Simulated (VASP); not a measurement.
Write the native input for VASP 6.6.1 that does the following.

- Task: relaxation of cell and atoms
- Functional: PBEsol
- Potentials or basis: VASP PAW PBE potentials, release 64 (Fe, Si)
- Cutoff: 600 eV
- k mesh: 16 × 16 × 16
- Occupations: gaussian, width 0.05 eV
- Spin: no spin polarisation
- Dipole correction: no
- Further INCAR settings: ALGO = Normal; EDIFF = 1e-06; IBRION = 2; EDIFFG = -0.01; NSW = 50; ISIF = 3

The structure of FeSi lies in POSCAR:

```
FeSi
1.0
    2.7315396637      0.0000000000      0.0000000000
    0.0000000000      2.7315396637      0.0000000000
    0.0000000000      0.0000000000      2.7315396637
Fe Si
1 1
Direct
    0.0000000000      0.0000000000      0.0000000000
    0.5000000000      0.5000000000      0.5000000000
```

These files were run (other wordings do the same):

INCAR

```
SYSTEM = FeSi
  PREC = Accurate
  ENCUT = 600
  EDIFF = 1E-6
  ISMEAR = 0
  SIGMA = 0.05
  LREAL = .False.
  LASPH = .True.
  NELM = 80
  ALGO = Normal
  ISIF = 3
  LWAVE = .False.
  LCHARG = .False.
  GGA = PS
  IBRION = 2
  NSW = 50
  EDIFFG = -0.01
```

KPOINTS

```
regular mesh
0
Gamma
  16 16 16
  0 0 0
```

Potentials or basis: VASP PAW PBE potentials, release 64 (Fe, Si).

The run is started by

```sh
$ cat potpaw_PBE.64/Fe/POTCAR potpaw_PBE.64/Si/POTCAR > POTCAR
$ mpirun -np 1 vasp_std > vasp.out
```

Results of the run:

```
Relaxed volume                         : 10.22 Å³/atom
Relaxed cell                           : a = 2.734 Å, b = 2.734 Å, c = 2.734 Å, α = 90.00°, β = 90.00°, γ = 90.00°
Space group after relaxing (to 0.05 Å) : Pm-3m (No. 221)
Energy gained by relaxing              : 0.1 meV/atom
Ionic steps                            : 3
Pressure after relaxing                : 0.0 GPa
Band gap on the k mesh                 : zero (band 6 reaches 11.46 eV, above the bottom of band 7 at 11.31 eV)
```

Caveat: the PAW data sets were made with another functional, which shifts forces and pressure a little.

Wall time 20 s on 1 thread of Intel(R) Xeon(R) 6975P-C (Granite Rapids), on a shared host, peak memory 0.18 GiB.
